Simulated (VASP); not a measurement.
Input of a VASP 6.6.1 run:

File INCAR:

```
PREC     = Accurate       # precision mode
ENCUT    = 520            # plane-wave cutoff, eV
EDIFF    = 1E-7           # SCF threshold, eV
ISMEAR   = 0              # smearing method
SIGMA    = 0.2            # smearing width, eV
LREAL    = False          # projectors in reciprocal space
LASPH    = True           # aspherical terms in the spheres
NELM     = 80             # most SCF steps
ALGO     = Normal         # electronic algorithm
ISIF     = 2              # what is computed and relaxed
LWAVE    = False          # write WAVECAR
LCHARG   = False          # write CHGCAR
GGA      = PE             # functional
NBANDS   = 30             # bands
```

KPOINTS

```
regular mesh
0
Gamma
  5 5 2
```

File POSCAR:

```
ScAl3As4
1.0
    4.0106255293      0.0000000000      0.0000000000
   -2.0053127647      3.4733035935      0.0000000000
    0.0000000000      0.0000000000     13.3886241477
Sc Al As
1 3 4
Direct
    0.0000000000      0.0000000000      0.0855866424
    0.0000000000      0.0000000000      0.3180879603
    0.6666666667      0.3333333333      0.5651019388
    0.3333333333      0.6666666667      0.8122444901
    0.6666666667      0.3333333333      0.2388974084
    0.0000000000      0.0000000000      0.5010892991
    0.6666666667      0.3333333333      0.7481208658
    0.3333333333      0.6666666667     -0.0061286048
```

Potentials or basis: VASP PAW PBE potentials, release 64 (Sc_sv, Al, As).

Run with:

```console
$ cat potpaw_PBE.64/Sc_sv/POTCAR potpaw_PBE.64/Al/POTCAR potpaw_PBE.64/As/POTCAR > POTCAR
$ mpirun -np 1 vasp_std > vasp.out
```

(1) Estimate the largest force.

(2) Predict the band gap on the k mesh.

(3) Estimate the pressure.

Answers

(1) 0.028 eV/Å.

(2) 0.85 eV, indirect (least direct gap 0.92 eV).

(3) 0.3 GPa.
